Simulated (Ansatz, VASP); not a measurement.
## One calculation of CaO, two programs

```xyz
2
Lattice="0.0000 2.4065 2.4065 2.4065 0.0000 2.4065 2.4065 2.4065 0.0000" Properties=species:S:1:pos:R:3 pbc="T T T"
Ca    0.0000    0.0000    0.0000
O     2.4065    2.4065    2.4065
```

Alike in both runs: task relaxation of cell and atoms; functional PBEsol; k mesh 8 × 8 × 8; occupations gaussian, width 0.02 eV; no spin polarisation.

|  | VASP | Ansatz |
| --- | --- | --- |
| version | VASP 6.6.1 | Ansatz 0.2.0 |
| potentials or method | VASP PAW PBE potentials, release 64 (Ca_sv, O), cutoff 600 eV | scalar-relativistic, plane waves, PAW |
| valence electrons in the cell | 16 | 16 |

```csv
,VASP,Ansatz,Ansatz less VASP
"gap on the k mesh at the Fermi level, each at its own relaxed structure (eV)",3.53,3.54,+0.018
relaxed volume (Å³/atom),13.61,13.54,-0.064
relaxed length of the cell vector where the two differ most in proportion (Å),3.376,3.371,-0.0053
```

VASP's potentials were made for PBE, not for PBEsol.
